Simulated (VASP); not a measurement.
# B (P6_3/mmc) in VASP: a series of runs

Runs on B. Level: PBEsol. Tasks: single point, relaxation of cell and atoms.

All numbers are computed with VASP 6.6.1; they aren't measurements. Logs are shortened: lines on timing, memory, paths and dates and some standing lists are left out, and cuts for length are marked.

### 1 The cell of the first run

Symmetry: P6_3/mmc, No. 194, hexagonal system. The conventional cell has a = 2.203 Å, b = 2.203 Å, c = 7.107 Å, α = 90.00°, β = 90.00°, γ = 120.00°. Within 2.9 Å of B (site symmetry -3m) lie 12 B at 2.19 to 2.20 Å. Within 2.9 Å of B (site symmetry -6m2) lie 12 B at 2.19 to 2.20 Å.

### 2 Single point, PBEsol

INCAR reads:

```
SYSTEM = B
  PREC = Accurate
  ENCUT = 520
  EDIFF = 1E-6
  ISMEAR = 0
  SIGMA = 0.1
  LREAL = .False.
  LASPH = .True.
  NELM = 60
  ALGO = Normal
  ISIF = 2
  LWAVE = .False.
  LCHARG = .False.
  GGA = PS
  NBANDS = 14
```

KPOINTS reads:

```
regular mesh
0
Gamma
  9 9 4
  0 0 0
```

POSCAR reads:

```
B
1.0
    2.2034945065      0.0000000000      0.0000000000
   -1.1017472532      1.9082822198      0.0000000000
    0.0000000000      0.0000000000      7.1067046936
B
4
Direct
    0.0000000000      0.0000000000      0.0000000000
    0.0000000000      0.0000000000      0.5000000000
    0.3333333333      0.6666666667      0.7500000000
    0.6666666667      0.3333333333      0.2500000000
```

Potentials or basis: VASP PAW PBE potentials, release 64 (B).

Launch:

```sh
$ cat potpaw_PBE.64/B/POTCAR > POTCAR
$ mpirun -np 1 vasp_std > vasp.out
```

OUTCAR:

```text
SYSTEM = B
   PREC = Accurate
   ENCUT = 520
   EDIFF = 1E-6
   ISMEAR = 0
   LREAL = .False.
   LASPH = .True.
   NELM = 60
   ISIF = 2
   GGA = PS

 ion  position               nearest neighbor table
   1  0.000  0.000  0.000-
   2  0.000  0.000  0.500-
   3  0.333  0.667  0.750-
   4  0.667  0.333  0.250-

  LATTYP: Found a hexagonal cell.
 ALAT       =     2.2034945065
 C/A-ratio  =     3.2251973729

  Lattice vectors:

 A1 = (   2.2034945065,   0.0000000000,   0.0000000000)
 A2 = (  -1.1017472532,   1.9082822198,   0.0000000000)
 A3 = (   0.0000000000,   0.0000000000,   7.1067046936)

Analysis of symmetry for initial positions (statically):
=====================================================================
 Subroutine PRICEL returns:
 Original cell was already a primitive cell.

 Routine SETGRP: Setting up the symmetry group for a
 hexagonal supercell.

 Subroutine GETGRP returns: Found 24 space group operations
 (whereof 12 operations were pure point group operations)
 out of a pool of 24 trial point group operations.

The static configuration has the point symmetry D_3d.
 The point group associated with its full space group is D_6h.

Analysis of symmetry for dynamics (positions and initial velocities):
=====================================================================
 Subroutine PRICEL returns:
 Original cell was already a primitive cell.

 Routine SETGRP: Setting up the symmetry group for a
 hexagonal supercell.

 Subroutine GETGRP returns: Found 24 space group operations
 (whereof 12 operations were pure point group operations)
 out of a pool of 24 trial point group operations.

The dynamic configuration has the point symmetry D_3d.
 The point group associated with its full space group is D_6h.

 Subroutine INISYM returns: Found 24 space group operations
 (whereof 12 operations are pure point group operations),
 and found     1 'primitive' translations

----------------------------------------------------------------------------------------

                                     Primitive cell

  volume of cell :      29.8829

  direct lattice vectors                    reciprocal lattice vectors
     2.203494506  0.000000000  0.000000000     0.453824594  0.262015752  0.000000000
[... 93 lines left out ...]
   NSW    =      0    number of steps for IOM
   IBRION =     -1    ionic relax: 0-MD 1-quasi-New 2-CG
   NFREE  =      0    steps in history (QN), initial steepest desc. (CG)
   ISIF   =      2    stress and relaxation
   ISYM   =      2    0-nonsym 1-usesym 2-fastsym
   POTIM  = 0.5000    time-step for ionic-motion
   TEBEG  =    0.0;   TEEND  =   0.0 temperature during run
   PSTRESS=    0.0 pullay stress
   NELECT =      12.0000    total number of electrons
   NUPDOWN=      -1.0000    fix difference up-down
   EMIN   =  10.00;   EMAX   =-10.00  energy-range for DOS
   EFERMI =   0.00;   METHOD = LEGACY
   ISMEAR =     0;   SIGMA  =   0.10  broadening in eV -4-tet -1-fermi 0-gaus
   EFERMI_NEDOS =   21; number of points for ismear=-14 and -15
   IALGO  =     38    algorithm
   IMIX   =      4    mixing-type and parameters
     AMIX     =   0.40;   BMIX     =  1.00
     AMIX_MAG =   1.60;   BMIX_MAG =  1.00
  volume/ion in A,a.u.               =       7.47        50.41
  Fermi-wavevector in a.u.,A,eV,Ry     =   1.207798  2.282407 19.847852  1.458776
  Thomas-Fermi vector in A             =   2.343425
   LORBIT       =      0    0 simple, 1 ext, 2 COOP (PROOUT), +10 PAW based schemes
   GGA     = PS    functional components
   LHFCALC =     F    Hartree Fock is set to
   AEXX    =    0.0000 exact exchange contribution
   IVDW    =     0    specifies the selected vdW correction
   LEPSILON=     F    determine dielectric tensor
   LRPA    =     F    only Hartree local field effects (RPA)
 non-spin polarized calculation
 Gauss-broadening in eV      SIGMA  =   0.10
  energy-cutoff  :      520.00
  volume of cell :       29.88
 maximum number of plane-waves:       822
   NGX =  9   NGY =  9   NGZ = 27

 number of electron      12.0000000 magnetization

 Free energy of the ion-electron system (eV)
  ---------------------------------------------------
  ext. energy  EPLUGINS =         0.00000000
  ---------------------------------------------------
  free energy    TOTEN  =       -21.65162389 eV

  energy without entropy =      -21.64224557  energy(sigma->0) =      -21.64693473

 E-fermi :   7.6948     XC(G=0): -12.0754

 val. band max:        7.6617007190   @ k =   0.3333   0.2222   0.2500
 cond. band min:       7.7666377459   @ k =   0.2222   0.2222   0.5000
 fundamental gap:      0.1049370268
 Fermi energy:         7.6948052375

 k-point     1 :       0.0000    0.0000    0.0000
  band No.  band energies     occupation
      1      -8.6997      2.00000
      2      -6.2647      2.00000
      3      -6.2548      2.00000
      4      -0.1838      2.00000
      5       2.6554      2.00000
      6      12.8551      0.00000
      7      12.8983      0.00000
      8      18.0909      0.00000
      9      18.0909      0.00000
     10      19.1499      0.00000
     11      19.1499      0.00000
     12      19.2215      0.00000
     13      19.2215      0.00000
     14      20.4954      0.00000
[... 377 lines left out ...]
      1       2.4871      2.00000
      2       2.4871      2.00000
      3       2.6151      2.00000
      4       3.0783      2.00000
      5       3.6344      2.00000
      6       3.6344      2.00000
      7       6.2819      2.00000
      8       6.2819      2.00000
      9       7.6146      1.74321
     10       9.6708      0.00000
     11      10.8629      0.00000
     12      10.8629      0.00000
     13      14.0594      0.00000
     14      14.0594      0.00000

 [... further k-points ...]
[... 5 lines left out ...]
  --------------------------------------------------------------------------------------
  -------------------------------------------------------------------------------------
  Total       -6.9462053     -6.9462053     -8.4410172     -0.0000000      0.0000000      0.0000000
  in kB     -372.4220195   -372.4220195   -452.5666251     -0.0000000      0.0000000      0.0000000
  external PRESSURE =    -399.1368880 kB  Pullay stress =       0.0000000 kB

 VOLUME and BASIS-vectors are now :
 -----------------------------------------------------------------------------
  energy-cutoff  :      520.00
  volume of cell :       29.88
      direct lattice vectors                 reciprocal lattice vectors
     2.203494506  0.000000000  0.000000000     0.453824594  0.262015752  0.000000000
    -1.101747253  1.908282220  0.000000000     0.000000000  0.524031503  0.000000000
     0.000000000  0.000000000  7.106704694     0.000000000  0.000000000  0.140712193

 POSITION                                       TOTAL-FORCE (eV/Angst)
 -----------------------------------------------------------------------------------
      0.00000      0.00000      0.00000         0.000000      0.000000      0.000000
      0.00000      0.00000      3.55335         0.000000      0.000000      0.000000
     -0.00000      1.27219      5.33003        -0.000000     -0.000000     -0.000000
      1.10175      0.63609      1.77668         0.000000     -0.000000      0.000000
 -----------------------------------------------------------------------------------
    total drift:                                0.000000      0.000000      0.000000

  FREE ENERGIE OF THE ION-ELECTRON SYSTEM (eV)
  ---------------------------------------------------
  free  energy   TOTEN  =       -21.6516238913 eV

  energy  without entropy=      -21.6422455728  energy(sigma->0) =      -21.64693473
```

stdout:

```text
POSCAR found type information on POSCAR B
 POSCAR found :  1 types and       4 ions
 scaLAPACK will be used
 -----------------------------------------------------------------------------
|                                                                             |
|                                                                             |
|     You enforced a specific xc type in the INCAR file but a different       |
|     I HOPE YOU KNOW WHAT YOU ARE DOING!                                     |
|                                                                             |
 -----------------------------------------------------------------------------

 LDA part: xc-table for (Slater+PW92), standard interpolation
 POSCAR, INCAR and KPOINTS ok, starting setup
 FFT: planning ... GRIDC
 FFT: planning ... GRID_SOFT
 FFT: planning ... GRID
 WAVECAR not read
 entering main loop
```

It took 6.8 s on 1 thread of Intel Xeon Platinum 8375C at 2.90GHz (Ice Lake), shared host; peak memory 0.13 GiB.

What came out:

```yaml
Free_energy: -21.6516 eV
Pressure: -39.9 GPa
Band_gap_on_the_k_mesh: zero (band 6 reaches 13.12 eV, above the bottom of band 7 at 5.88 eV)
```

Caveat: the k points lie up to 0.37 Å⁻¹ apart; the PAW data sets were made with another functional, which shifts forces and pressure a little.

### 3 Relaxation of cell and atoms, PBEsol

INCAR reads:

```
SYSTEM = B
PREC     = Accurate       ! precision mode
ENCUT    = 600            ! plane-wave cutoff, eV
EDIFF    = 1E-6           ! SCF threshold, eV
ISMEAR   = 0              ! smearing method
SIGMA    = 0.1            ! smearing width, eV
LREAL    = .False.        ! projectors in reciprocal space
LASPH    = .True.         ! aspherical terms in the spheres
NELM     = 100            ! most SCF steps
ALGO     = Normal         ! electronic algorithm
ISIF     = 3              ! what is computed and relaxed
LWAVE    = .False.        ! write WAVECAR
LCHARG   = .False.        ! write CHGCAR
GGA      = PS             ! functional
IBRION   = 2              ! ionic algorithm
NSW      = 90             ! ionic steps
EDIFFG   = -0.04          ! ionic threshold
```

KPOINTS is that of step 2.

POSCAR is that of step 2.

Potentials or basis: VASP PAW PBE potentials, release 64 (B).

Launch:

```sh
$ cat potpaw_PBE.64/B/POTCAR > POTCAR
$ mpirun -np 1 vasp_std > vasp.out
```

Run time: 1.8 min. Hardware: 1 thread of Intel Xeon Platinum 8375C at 2.90GHz (Ice Lake), shared host; peak memory 0.15 GiB.

Results (log left out):

| Quantity | Value |
| --- | --- |
| Free energy | -23.1945 eV |
| Relaxed volume | 6.35 Å³/atom |
| Relaxed cell | a = 2.321 Å, b = 2.321 Å, c = 5.449 Å, α = 90.00°, β = 90.00°, γ = 120.00° |
| Space group after relaxing (to 0.05 Å) | P6_3/mmc (No. 194) |
| Energy gained by relaxing | 385.2 meV/atom |
| Ionic steps | 20 |
| Pressure after relaxing | 0.5 GPa |
| Band gap on the k mesh | zero (band 6 reaches 16.24 eV, above the bottom of band 7 at 6.59 eV) |

Stress tensor (GPa, compression positive):
```
 0.85  0.00  0.00
 0.00  0.85  0.00
 0.00  0.00 -0.27
```

Step by step:
| step | energy change (eV) | largest force (eV/Å) | pressure (GPa) | volume (Å³) |
| --- | --- | --- | --- | --- |
| 1 | 0.0000 | 0.0000 | -39.94 | 29.88 |
| 2 | -0.9488 | 0.0000 | 12.93 | 22.53 |
| 3 | -0.9830 | 0.0000 | 0.77 | 23.46 |
| 4 | -1.0257 | 0.0000 | 1.86 | 23.42 |
| 5 | -1.0147 | 0.0000 | 8.52 | 23.21 |
| 6 | -1.0561 | 0.0000 | 3.69 | 23.75 |
| 7 | -1.1890 | 0.0000 | -7.69 | 25.37 |
| 8 | -1.2690 | 0.0000 | -23.38 | 28.66 |
| 9 | -1.2595 | 0.0000 | -13.67 | 26.32 |
| 10 | -1.3063 | 0.0000 | -18.78 | 27.49 |
| 11 | -1.3109 | 0.0000 | -19.07 | 27.57 |
| 12 | -1.3197 | 0.0000 | -20.01 | 27.82 |
| 13 | -1.3135 | 0.0000 | -21.73 | 28.31 |
| 14 | -1.3212 | 0.0000 | -20.54 | 27.96 |
| 15 | -1.3286 | 0.0000 | -20.27 | 27.91 |
| 16 | -1.3501 | 0.0000 | -19.43 | 27.77 |
| 17 | -1.3900 | 0.0000 | -17.66 | 27.50 |
| 18 | -1.4571 | 0.0000 | -13.63 | 26.95 |
| 19 | -1.5332 | 0.0000 | -4.18 | 25.88 |
| 20 | -1.5407 | 0.0000 | 0.48 | 25.42 |

Final structure:
```
B
1.0
     2.32091    0.00000    0.00000
    -1.16045    2.00996    0.00000
     0.00000    0.00000    5.44906
B
4
Direct
  0.00000 0.00000 0.00000
  0.00000 0.00000 0.50000
  0.33333 0.66667 0.75000
  0.66667 0.33333 0.25000
```

Levels at points of the mesh, in eV from the Fermi level:
```
           k point  band 4  band 5  band 6  band 7  band 8  band 9
(0.00, 0.00, 0.00)   -4.76    3.44    6.56    6.56    8.76    8.76
(0.00, 0.00, 0.50)   -8.92    7.27    7.27    7.27    7.27    9.19
```

Caveat: the k points lie up to 0.35 Å⁻¹ apart in the final cell; the PAW data sets were made with another functional, which shifts forces and pressure a little.

### 4 Single point, PBEsol

This run uses another cell than the first one, of 6.35 Å³/atom, 0.851 times its volume.

INCAR reads:

```
SYSTEM = B
PREC = Accurate
ENCUT = 520
EDIFF = 1E-6
ISMEAR = 0
SIGMA = 0.1
LREAL = .FALSE.
LASPH = .TRUE.
NELM = 60
ALGO = Normal
ISIF = 2
LWAVE = .FALSE.
LCHARG = .TRUE.
GGA = PS
LELF = .TRUE.
LVHAR = .TRUE.
NBANDS = 14
```

KPOINTS reads:

```
Automatic mesh
0
G
  24 24 8
  0 0 0
```

POSCAR reads:

```
B
1.0
    2.3184140742      0.0000000000      0.0000000000
   -1.1592070371      2.0078054848      0.0000000000
    0.0000000000      0.0000000000      5.4604310116
B
4
Direct
    0.0000000000      0.0000000000      0.0000000000
    0.0000000000      0.0000000000      0.5000000000
    0.3333333333      0.6666666667      0.7500000000
    0.6666666667      0.3333333333      0.2500000000
```

Launch:

```sh
$ cat potpaw_PBE.64/B/POTCAR > POTCAR
$ mpirun -np 1 vasp_std > vasp.out
```

Run time: 61 s. Hardware: 1 thread of Intel Xeon Platinum 8375C at 2.90GHz (Ice Lake), shared host; peak memory 0.2 GiB.

It converged, with:

| Property | Result |
| --- | --- |
| Free energy | -23.2033 eV |
| Pressure | 0.2 GPa |
| Band gap on the k mesh | zero (band 6 reaches 16.29 eV, above the bottom of band 7 at 5.97 eV) |

Stress tensor (GPa, compression positive):
```
0.13 0.00 0.00
0.00 0.13 0.00
0.00 0.00 0.42
```

Levels at points of the mesh, in eV from the Fermi level:
| k point | band 2 | band 3 | band 4 | band 5 | band 6 | band 7 | band 8 | band 9 | band 10 | band 11 |
| --- | --- | --- | --- | --- | --- | --- | --- | --- | --- | --- |
| (0.00, 0.00, 0.00) | -13.74 | -13.74 | -4.84 | 3.33 | 6.59 | 6.59 | 8.80 | 8.80 | 9.39 | 9.39 |
| (0.50, 0.00, 0.00) | -10.20 | -7.90 | -7.74 | -4.58 | -3.92 | 1.15 | 2.60 | 5.01 | 5.48 | 5.67 |
| (0.00, 0.00, 0.50) | -16.71 | -8.98 | -8.98 | 7.30 | 7.30 | 7.30 | 7.30 | 9.06 | 9.06 | 11.17 |
| (0.50, 0.00, 0.50) | -9.73 | -8.99 | -8.99 | -2.30 | -2.30 | 0.94 | 0.94 | 2.28 | 2.28 | 10.55 |

Caveat: the PAW data sets were made with another functional, which shifts forces and pressure a little.

[end of part 1 of 2]
